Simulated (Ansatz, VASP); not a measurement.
One calculation of Y, two programs

File INCAR:

```
SYSTEM = Y
  PREC = Accurate
  ENCUT = 600
  EDIFF = 1E-6
  ISMEAR = -1
  SIGMA = 0.05
  LREAL = .False.
  LASPH = .True.
  NELM = 60
  ALGO = Normal
  ISIF = 3
  LWAVE = .False.
  LCHARG = .False.
  GGA = PE
  IBRION = 2
  NSW = 100
  EDIFFG = -0.005
```

Contents of KPOINTS:

```
regular mesh
0
Gamma
  13 13 13
  0 0 0
```

POSCAR

```
Y
1.0
   -1.9366877203      1.9366877203      1.9366877203
    1.9366877203     -1.9366877203      1.9366877203
    1.9366877203      1.9366877203     -1.9366877203
Y
1
Direct
    0.0000000000      0.0000000000      0.0000000000
```

Input for Ansatz:

```yaml
crystal:
  lattice:
    - [-1.9366877203, 1.9366877203, 1.9366877203]
    - [1.9366877203, -1.9366877203, 1.9366877203]
    - [1.9366877203, 1.9366877203, -1.9366877203]
  atoms:
    - { symbol: "Y", position: [0.0, 0.0, 0.0] }
kpoints:
  mp_grid: { grid: [13, 13, 13] }
scf:
  occupations: { method: fermi_dirac, width: 0.05 }
hamiltonian:
  xc: pbe
  pseudopotentials: { kind: paw }
output:
  forces: true
  stress: true
relax:
  f_tol: 0.005
  max_steps: 80
  cell: {}
```

Alike in both runs: task relaxation of cell and atoms; functional PBE; k mesh 13 × 13 × 13; occupations fermi-dirac, width 0.05 eV; no spin polarisation.

|  | VASP | Ansatz |
| --- | --- | --- |
| version | VASP 6.6.1 | Ansatz 0.2.0 |
| potentials or method | VASP PAW PBE potentials, release 64 (Y_sv) | PAW with Ansatz's default frozen-core files, scalar-relativistic |
| plane-wave cutoff (eV) | 600 | 420 |
| valence electrons in the cell | 11 | 11 |

```csv
,VASP,Ansatz,Ansatz less VASP
relaxed volume (Å³/atom),32.91,33.04,+0.130
relaxed cell length with the largest relative difference (Å),3.497,3.501,+0.0046
```
